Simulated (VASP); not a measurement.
# MoS2 (C2/m) in VASP: a series of runs, part 2 of 2

VASP 6.6.1. The steps go on from the part before.

**3. Single point, PBEsol+D3(BJ) (atoms displaced along a vibrational mode, the cell strained)**

The input, INCAR:

```
ALGO = Normal
EDIFF = 1E-7
ENCUT = 520
GGA = PS
ISIF = 2
ISMEAR = 0
IVDW = 12
LASPH = T
LCHARG = F
LREAL = F
LWAVE = F
NBANDS = 20
NELM = 60
PREC = Accurate
SIGMA = 0.15
```

The input, KPOINTS:

```
k-points
0
Gamma
  15 15 15
```

The input, POSCAR:

```
MoS2
1.0
    1.5399048573      0.8579472270      5.7970502989
   -1.5399048573      0.8579472270      5.7970502989
    0.0000000000     -1.7158944539      5.7970502989
Mo S
1 2
Direct
    0.0000000000      0.0000000000      0.0000000000
    0.7592277683      0.7592277683      0.7592277683
    0.2407722317      0.2407722317      0.2407722317
```

Potentials or basis: VASP PAW PBE potentials, release 64 (Mo_sv, S).

On the command line:

```console
$ cat potpaw_PBE.64/Mo_sv/POTCAR potpaw_PBE.64/S/POTCAR > POTCAR
$ mpirun -np 1 vasp_std > vasp.out
```

Run time: 21 min. Hardware: 1 thread of Intel Xeon 6975P-C (Granite Rapids), shared host; peak memory 0.91 GiB.

It converged, with:

```yaml
Free_energy: -23.7832 eV
Pressure: 6.5 GPa
Largest_force: 0.483 eV/Å
Band_gap_on_the_k_mesh: zero (bands 13 and 14 overlap by 0.55 eV)
Dispersion_energy_per_atom: -0.430 eV
```

Forces in eV/Å, atoms in the order of the input:
```
Mo   0.000  0.000  0.000
S    0.000 -0.212  0.434
S    0.000  0.212 -0.434
```

Stress tensor (GPa, compression positive):
```
 1.67  0.00  0.00
 0.00 12.48 -2.37
 0.00 -2.37  5.24
```

Levels at points of the mesh, in eV from the Fermi level:
| k point | band 11 | band 12 | band 13 | band 14 | band 15 | band 16 |
| --- | --- | --- | --- | --- | --- | --- |
| (0.00, 0.00, 0.00) | -1.24 | -0.86 | -0.54 | 0.34 | 0.64 | 3.34 |

Caveat: the cell differs from its parent crystal (atoms displaced along a vibrational mode, the cell strained); the cell stands under pressure; the PAW data sets were made with another functional, which shifts forces and pressure a little.

**4. Single point, PBEsol+D3(BJ) (atoms displaced along a vibrational mode, the cell strained)**

The input, INCAR:

```
ALGO = Normal ; EDIFF = 1E-7
ENCUT = 520 ; GGA = PS
ISIF = 2 ; ISMEAR = 0
IVDW = 12 ; LASPH = True
LCHARG = False ; LREAL = False
LWAVE = False ; NBANDS = 20
NELM = 100 ; PREC = Accurate
SIGMA = 0.15
```

KPOINTS is that of step 3.

The input, POSCAR:

```
MoS2
1.0
    1.5399048573      0.9201817408      5.7970502989
   -1.5399048573      0.9201817408      5.7970502989
    0.0000000000     -1.8403634817      5.7970502989
Mo S
1 2
Direct
    0.0000000000      0.0000000000      0.0000000000
    0.7346701195      0.7346701195      0.8083430658
    0.2653298805      0.2653298805      0.1916569342
```

On the command line:

```console
$ cat potpaw_PBE.64/Mo_sv/POTCAR potpaw_PBE.64/S/POTCAR > POTCAR
$ mpirun -np 1 vasp_std > vasp.out
```

Run time: 41 min. Hardware: 1 thread of Oxide Virtual Turin-like, shared host; peak memory 0.93 GiB.

Results (log left out):

* Free energy: -23.6233 eV
* Pressure: -3.3 GPa
* Largest force: 1.092 eV/Å
* Band gap on the k mesh: zero (bands 13 and 14 overlap by 0.59 eV)
* Dispersion energy per atom: -0.400 eV

Forces on the atoms (eV/Å):
```
Mo   0.000  0.000  0.000
S    0.000  1.083 -0.141
S    0.000 -1.083  0.141
```

Stress tensor (GPa, compression positive):
```
  3.60   0.00   0.00
  0.00 -11.84  10.43
  0.00  10.43  -1.59
```

Levels at points of the mesh, in eV from the Fermi level:
```csv
k point,band 10,band 11,band 12,band 13,band 14,band 15,band 16,band 17
"(0.00, 0.00, 0.00)",-1.67,-1.01,-0.82,-0.58,-0.07,0.30,2.65,3.46
```

Caveat: the cell differs from its parent crystal (atoms displaced along a vibrational mode, the cell strained); the cell stands under tension; the PAW data sets were made with another functional, which shifts forces and pressure a little.

**5. Single point, PBEsol+D3(BJ) (atoms displaced along a vibrational mode, the cell strained)**

The input, INCAR:

```
  ALGO = Normal
  EDIFF = 1E-6
  ENCUT = 520
  GGA = PS
  ISIF = 2
  ISMEAR = 0
  IVDW = 12
  LASPH = True
  LCHARG = False
  LREAL = False
  LWAVE = False
  NBANDS = 20
  NELM = 100
  PREC = Accurate
  SIGMA = 0.15
```

KPOINTS is that of step 4.

The input, POSCAR:

```
MoS2
1.0
    1.5399048573      0.9201817408      5.7970502989
   -1.5399048573      0.9201817408      5.7970502989
    0.0000000000     -1.8403634817      5.7970502989
Mo S
1 2
Direct
    0.0000000000      0.0000000000      0.0000000000
    0.7715065927      0.7715065927      0.7346701195
    0.2284934073      0.2284934073      0.2653298805
```

Potentials or basis: VASP PAW PBE potentials, release 64 (Mo_sv, S).

On the command line:

```console
$ cat potpaw_PBE.64/Mo_sv/POTCAR potpaw_PBE.64/S/POTCAR > POTCAR
$ mpirun -np 1 vasp_std > vasp.out
```

OUTCAR:

```text
EDIFF = 1E-6
   ENCUT = 520
   GGA = PS
   ISIF = 2
   ISMEAR = 0
   IVDW = 12
   LASPH = True
   LREAL = False
   NELM = 100
   PREC = Accurate
 IVDW          = 12

 ion  position               nearest neighbor table
   1  0.000  0.000  0.000-   2 2.39   3 2.39   2 2.44   2 2.44   3 2.44   3 2.44
   2  0.772  0.772  0.735-   1 2.39   1 2.44   1 2.44
   3  0.228  0.228  0.265-   1 2.39   1 2.44   1 2.44

  LATTYP: Found a base centered monoclinic cell.
 ALAT       =     5.5210904450
[... 749 lines left out ...]

 Edisp (eV)   -1.20135

 E8    (eV) :    -0.7549

  FORCE on cell =-STRESS in cart. coord.  units (eV):
  Direction    XX          YY          ZZ          XY          YZ          ZX
  --------------------------------------------------------------------------------------
  -------------------------------------------------------------------------------------
  Total      -1.04125    -2.28802    -1.29922     0.00000    -1.07481     0.00000
  in kB     -33.84867   -74.37813   -42.23448     0.00000   -34.93959     0.00000
  external pressure =      -50.15 kB  Pullay stress =        0.00 kB

 VOLUME and BASIS-vectors are now :
 -----------------------------------------------------------------------------
  energy-cutoff  :      520.00
  volume of cell :       49.29
      direct lattice vectors                 reciprocal lattice vectors
     1.539904857  0.920181741  5.797050299     0.324695385  0.181123640  0.057500507
    -1.539904857  0.920181741  5.797050299    -0.324695385  0.181123640  0.057500507
     0.000000000 -1.840363482  5.797050299     0.000000000 -0.362247281  0.057500507

 POSITION                                       TOTAL-FORCE (eV/Angst)
 -----------------------------------------------------------------------------------
      0.00000      0.00000      0.00000         0.000000      0.000000      0.000000
      0.00000      0.06779     13.20384         0.000000     -0.391946     -0.398632
      0.00000     -0.06779      4.18731         0.000000      0.391946      0.398632
 -----------------------------------------------------------------------------------
    total drift:                                0.000000      0.000000     -0.000000

  FREE ENERGIE OF THE ION-ELECTRON SYSTEM (eV)
  ---------------------------------------------------
  free  energy   TOTEN  =       -23.7803128325 eV

  energy  without entropy=      -23.7708068457  energy(sigma->0) =      -23.77555984
```

Run time: 45 min. Hardware: 1 thread of Oxide Virtual Turin-like, shared host; peak memory 0.93 GiB.

Results:

* Free energy: -23.7803 eV
* Pressure: -5.0 GPa
* Largest force: 0.559 eV/Å
* Band gap on the k mesh: zero (bands 13 and 14 overlap by 0.57 eV)
* Dispersion energy per atom: -0.400 eV

Forces on the atoms (eV/Å):
```
Mo   0.000  0.000  0.000
S    0.000 -0.392 -0.399
S    0.000  0.392  0.399
```

Caveat: the cell differs from its parent crystal (atoms displaced along a vibrational mode, the cell strained); the cell stands under tension; the PAW data sets were made with another functional, which shifts forces and pressure a little.

**6. Summary**

```csv
cell,gap on the mesh (eV),pressure (GPa),largest force (eV/Å)
"a = 6.059, b = 6.059, c = 6.046 Å, angles 28.7, 28.7, 29.4°, 3 atoms, atomic positions A",none,6.8,1.05
"a = 6.059, b = 6.059, c = 6.046 Å, angles 28.7, 28.7, 29.4°, 3 atoms, atomic positions B",none,6.5,0.48
"a = 6.068, b = 6.068, c = 6.082 Å, angles 30.2, 30.2, 29.4°, 3 atoms, atomic positions A",none,-3.3,1.09
"a = 6.068, b = 6.068, c = 6.082 Å, angles 30.2, 30.2, 29.4°, 3 atoms, atomic positions C",none,-5.0,0.56
```

Alike in all rows: task single point; level PBEsol+D3(BJ); potentials or basis VASP PAW PBE potentials, release 64 (Mo_sv, S); no spin polarisation; k mesh 15 × 15 × 15; cutoff (eV) 520; smearing gaussian 0.15 eV.

Caveats: the PAW data sets were made with another functional, which shifts forces and pressure a little; the cell stands under pressure (at least some runs); the cell stands under tension (at least some runs).

Total energies depend on the potentials used, so only differences within one code and one set of settings carry meaning.
